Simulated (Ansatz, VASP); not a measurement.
**One calculation of ZrN, two programs**

File INCAR:

```
SYSTEM = ZrN
  PREC = Accurate
  ENCUT = 520
  EDIFF = 1E-8
  ISMEAR = -1
  SIGMA = 0.01
  LREAL = .False.
  LASPH = .True.
  NELM = 120
  ALGO = Normal
  ISIF = 2
  LWAVE = .False.
  LCHARG = .False.
  GGA = PS
  LEFG = .True.
  NBANDS = 16
  GGA_COMPAT = .False.
```

KPOINTS

```
regular mesh
0
Gamma
  9 9 9
  0 0 0
```

Contents of POSCAR:

```
ZrN
1.0
    0.0000000000      2.2379966444      2.2379966444
    2.2379966444      0.0000000000      2.2379966444
    2.2379966444      2.2379966444      0.0000000000
Zr N
1 1
Direct
    0.0000000000      0.0000000000      0.0000000000
    0.5000000000      0.5000000000      0.5000000000
```

Input for Ansatz:

```yaml
crystal:
  lattice:
    - [0.0, 2.2379966444, 2.2379966444]
    - [2.2379966444, 0.0, 2.2379966444]
    - [2.2379966444, 2.2379966444, 0.0]
  atoms:
    - { symbol: Zr, position: [0.0, 0.0, 0.0] }
    - { symbol: "N", position: [0.5, 0.5, 0.5] }
kpoints:
  mp_grid: { grid: [9, 9, 9] }
scf:
  occupations: { method: fermi_dirac, width: 0.01 }
hamiltonian:
  xc: pbesol
  pseudopotentials: { kind: paw }
output:
  forces: true
  stress: true
  eigenvalues: true
  efg: { contact_densities: true }
```

Change from the starting cell: volume scaled by 0.9405, PAW files.

Alike in both runs: task electric field gradients; functional PBEsol; k mesh 9 × 9 × 9; occupations fermi-dirac, width 0.01 eV; no spin polarisation.

|  | VASP | Ansatz |
| --- | --- | --- |
| version | VASP 6.6.1 | Ansatz 0.2.0 |
| potentials or method | VASP PAW PBE potentials, release 64 (Zr_sv, N) | PAW with Ansatz's default frozen-core files, scalar-relativistic |
| plane-wave cutoff (eV) | 520 | 420 |
| valence electrons in the cell | 17 | 17 |

Ansatz gave:

```
pressure (GPa) : 15.2
```

Question: Estimate VASP's values.

Answer: Pressure (GPa): 15.7.

VASP's potentials were made for PBE, not for PBEsol. The functional is the same, so the differences come from potentials, cutoffs and numerics.
